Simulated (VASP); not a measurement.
A run of VASP 6.6.1:

INCAR

```
PREC     = Accurate       # precision mode
ENCUT    = 520            # plane-wave cutoff, eV
EDIFF    = 1E-6           # SCF threshold, eV
ISMEAR   = 0              # smearing method
SIGMA    = 0.05           # smearing width, eV
LREAL    = F              # projectors in reciprocal space
LASPH    = T              # aspherical terms in the spheres
NELM     = 60             # most SCF steps
ALGO     = Normal         # electronic algorithm
ISIF     = 2              # what is computed and relaxed
LWAVE    = F              # write WAVECAR
LCHARG   = T              # write CHGCAR
GGA      = CA             # functional
LELF     = T              # ELF
LVHAR    = T            
NBANDS   = 26             # bands
```

KPOINTS

```
Automatic mesh
0
Gamma
  8 6 4
```

File POSCAR:

```
AlN
1.0
   -1.6378403119      2.8368226349      0.0000000000
    0.0000000000      0.0000000000      4.1006264518
    4.9135209358      2.8368226349      0.0000000000
Al N
4 4
Direct
    0.4016505309      0.7500000000      0.1338835103
    1.0000000000      0.7500000000      0.6666666667
    0.0000000000      0.2500000000      0.3333333333
    0.5000000000      0.2500000000      0.8333333333
    0.5000000000      0.2500000000      0.1666666667
    1.0000000000      0.2500000000      0.6666666667
    0.0000000000      0.7500000000      0.3333333333
    0.5000000000      0.7500000000      0.8333333333
```

Potentials or basis: VASP PAW LDA potentials, release 64 (Al, N).

The run is started by

```sh
$ cat potpaw_LDA.64/Al/POTCAR potpaw_LDA.64/N/POTCAR > POTCAR
$ mpirun -np 1 vasp_std > vasp.out
```

Hardware: 1 thread of Intel(R) Xeon(R) Platinum 8375C CPU @ 2.90GHz (Ice Lake) (shared host).

**Question.** How long does it take, and how much memory?

**Answer.** It took 80 s on 1 thread of Intel(R) Xeon(R) Platinum 8375C CPU @ 2.90GHz (Ice Lake), on a shared host, peak memory 0.22 GiB. Counts: scf iterations 13, k points 72.
